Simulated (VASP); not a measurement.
# MgB2 (P6/mmm) in VASP: a series of runs, part 2 of 2

VASP 6.6.1. Earlier steps stand in the parts before.

### Step 4. Single point, r2SCAN

POSCAR

```
MgB2
1.0
    3.0700901597      0.0000000000      0.0000000000
   -1.5350450799      2.6587760702      0.0000000000
    0.0000000000      0.0000000000      3.5071158594
Mg B
1 2
Direct
    0.0000000000      0.0000000000      0.0000000000
    0.3333333333      0.6666666667      0.5000000000
    0.6666666667      0.3333333333      0.5000000000
```

INCAR.step1

```
SYSTEM = MgB2
  PREC = Accurate
  ENCUT = 750
  ISMEAR = -1
  SIGMA = 0.1
  LREAL = .False.
  LASPH = .True.
  NELM = 120
  NBANDS = 15
  GGA = PE
  ALGO = Normal
  EDIFF = 1E-5
  LWAVE = .True.
  LCHARG = .False.
  GGA_COMPAT = .False.
```

INCAR.step2

```
SYSTEM = MgB2
  PREC = Accurate
  ENCUT = 750
  EDIFF = 1E-6
  ISMEAR = -1
  SIGMA = 0.1
  LREAL = .False.
  LASPH = .True.
  NELM = 120
  ALGO = Normal
  ISIF = 2
  LWAVE = .False.
  LCHARG = .False.
  METAGGA = R2SCAN
  LMIXTAU = .True.
  NBANDS = 15
  ISTART = 1
  GGA_COMPAT = .False.
```

KPOINTS

```
Automatic mesh
0
Gamma
  12 12 8
  0 0 0
```

Potentials or basis: VASP PAW PBE potentials, release 64 (Mg_sv, B).

Command:

```bash
$ cat potpaw_PBE.64/Mg_sv/POTCAR potpaw_PBE.64/B/POTCAR > POTCAR
$ cp INCAR.step1 INCAR
$ mpirun -np 1 vasp_std > vasp.out
$ cp INCAR.step2 INCAR
$ mpirun -np 1 vasp_std > vasp.out
```

OUTCAR:

```text
SYSTEM = MgB2
   PREC = Accurate
   ENCUT = 750
   EDIFF = 1E-6
   ISMEAR = -1
   LREAL = .False.
   LASPH = .True.
   NELM = 120
   ISIF = 2
   METAGGA = R2SCAN
   ISTART = 1

 ion  position               nearest neighbor table
   1  0.000  0.000  0.000-
   2  0.333  0.667  0.500-   3 1.77   3 1.77   3 1.77
   3  0.667  0.333  0.500-   2 1.77   2 1.77   2 1.77

  LATTYP: Found a hexagonal cell.
 ALAT       =     3.0700901597
 C/A-ratio  =     1.1423494676

  Lattice vectors:

 A1 = (   3.0700901597,   0.0000000000,   0.0000000000)
 A2 = (  -1.5350450799,   2.6587760702,   0.0000000000)
 A3 = (   0.0000000000,   0.0000000000,   3.5071158594)

Analysis of symmetry for initial positions (statically):
=====================================================================
 Subroutine PRICEL returns:
 Original cell was already a primitive cell.

 Routine SETGRP: Setting up the symmetry group for a
 hexagonal supercell.

 Subroutine GETGRP returns: Found 24 space group operations
 (whereof 24 operations were pure point group operations)
 out of a pool of 24 trial point group operations.

The static configuration has the point symmetry D_6h.

Analysis of symmetry for dynamics (positions and initial velocities):
=====================================================================
 Subroutine PRICEL returns:
 Original cell was already a primitive cell.

 Routine SETGRP: Setting up the symmetry group for a
 hexagonal supercell.

 Subroutine GETGRP returns: Found 24 space group operations
 (whereof 24 operations were pure point group operations)
 out of a pool of 24 trial point group operations.

The dynamic configuration has the point symmetry D_6h.

 Subroutine INISYM returns: Found 24 space group operations
 (whereof 24 operations are pure point group operations),
 and found     1 'primitive' translations

----------------------------------------------------------------------------------------

                                     Primitive cell
[... 123 lines left out ...]
   LRPA    =     F    only Hartree local field effects (RPA)
 non-spin polarized calculation
  energy-cutoff  :      750.00
  volume of cell :       28.63
 maximum number of plane-waves:      1352
 NGX is ok and might be reduce to    28
   NGX = 13   NGY = 13   NGZ = 15

 number of electron      16.0000016 magnetization

 Free energy of the ion-electron system (eV)
  ---------------------------------------------------
  ext. energy  EPLUGINS =         0.00000000
  ---------------------------------------------------
  free energy    TOTEN  =       -19.43469500 eV

  energy without entropy =      -19.41294646  energy(sigma->0) =      -19.42382073

 E-fermi :   5.2279     XC(G=0): -11.8765

 val. band max:        5.2226198934   @ k =   0.2500   0.2500   0.0000
 cond. band min:       5.2632322807   @ k =   0.3333   0.1667   0.0000
 fundamental gap:      0.0406123872
 Fermi energy:         5.2279031336

 k-point     1 :       0.0000    0.0000    0.0000
  band No.  band energies     occupation
      1     -73.0310      2.00000
      2     -38.1435      2.00000
      3     -38.1434      2.00000
      4     -38.1273      2.00000
      5      -8.0927      2.00000
      6       2.0521      2.00000
      7       5.6023      0.04621
      8       5.6023      0.04621
      9       7.2240      0.00000
     10      11.8972      0.00000
     11      11.8972      0.00000
     12      13.8377      0.00000
     13      16.1283      0.00000
     14      19.2390      0.00000
[... 401 lines left out ...]
      2     -38.1746      2.00000
      3     -38.1510      2.00000
      4     -38.1233      2.00000
      5      -5.9440      2.00000
      6      -0.1721      2.00000
      7       3.0532      2.00000
      8       3.3911      2.00000
      9       9.2951      0.00000
     10      10.2572      0.00000
     11      11.3386      0.00000
     12      15.7402      0.00000
     13      17.9968      0.00000
     14      18.7176      0.00000
     15      18.9349      0.00000

 [... further k-points ...]

------------------------ aborting loop because EDIFF is reached ----------------------------------------

  FORCE on cell =-STRESS in cart. coord.  units (eV):
  Direction    XX          YY          ZZ          XY          YZ          ZX
  --------------------------------------------------------------------------------------
  -------------------------------------------------------------------------------------
  Total       -0.0259312     -0.0259312     -0.0105281      0.0000000     -0.0000000     -0.0000000
  in kB       -1.4512784     -1.4512784     -0.5892201      0.0000000     -0.0000000     -0.0000000
  external PRESSURE =      -1.1639256 kB  Pullay stress =       0.0000000 kB

 VOLUME and BASIS-vectors are now :
 -----------------------------------------------------------------------------
  energy-cutoff  :      750.00
  volume of cell :       28.63
      direct lattice vectors                 reciprocal lattice vectors
     3.070090160  0.000000000  0.000000000     0.325723333  0.188056454  0.000000000
    -1.535045080  2.658776070  0.000000000     0.000000000  0.376112908  0.000000000
     0.000000000  0.000000000  3.507115859     0.000000000  0.000000000  0.285134578

 POSITION                                       TOTAL-FORCE (eV/Angst)
 -----------------------------------------------------------------------------------
      0.00000      0.00000      0.00000         0.000000      0.000000      0.000000
     -0.00000      1.77252      1.75356         0.000000      0.000000      0.000000
      1.53505      0.88626      1.75356        -0.000000     -0.000000      0.000000
 -----------------------------------------------------------------------------------
    total drift:                               -0.000000      0.000000      0.000000

  FREE ENERGIE OF THE ION-ELECTRON SYSTEM (eV)
  ---------------------------------------------------
  free  energy   TOTEN  =       -19.4346949960 eV

  energy  without entropy=      -19.4129464628  energy(sigma->0) =      -19.42382073
```

OUTCAR.step1:

```text
SYSTEM = MgB2
   PREC = Accurate
   ENCUT = 750
   ISMEAR = -1
   LREAL = .False.
   LASPH = .True.
   NELM = 120
[... 656 lines left out ...]
      0.00000      0.00000      0.00000        -0.000000      0.000000     -0.000000
     -0.00000      1.77252      1.75356        -0.000000      0.000000     -0.000000
      1.53505      0.88626      1.75356         0.000000     -0.000000      0.000000
 -----------------------------------------------------------------------------------
    total drift:                               -0.000000      0.000000      0.000000

  FREE ENERGIE OF THE ION-ELECTRON SYSTEM (eV)
  ---------------------------------------------------
  free  energy   TOTEN  =       -15.3246221516 eV

  energy  without entropy=      -15.3012070179  energy(sigma->0) =      -15.31291458
```

Run time: 2.9 min. Hardware: 1 thread of AMD EPYC 7R13 (Zen 3), shared host; peak memory 0.18 GiB.

Results:

```yaml
Free_energy: -19.4347 eV
Pressure: -0.1 GPa
Band_gap_on_the_k_mesh: zero (bands 8 and 9 overlap by 4.01 eV)
```

Levels at points of the mesh, in eV from the Fermi level:
```tsv
k point	band 5	band 6	band 7	band 8	band 9	band 10	band 11	band 12
(0.00, 0.00, 0.00)	-13.32	-3.18	0.37	0.37	2.00	6.67	6.67	8.61
(0.50, 0.00, 0.00)	-9.24	-8.36	-2.36	0.17	3.30	4.14	5.83	8.04
(0.00, 0.00, 0.50)	-12.02	-7.82	0.78	0.78	6.97	6.97	8.64	10.56
(0.50, 0.00, 0.50)	-8.24	-7.43	-3.79	-2.06	-1.25	6.11	9.62	9.84
```

Caveat: the PAW data sets were made with another functional, which shifts forces and pressure a little.
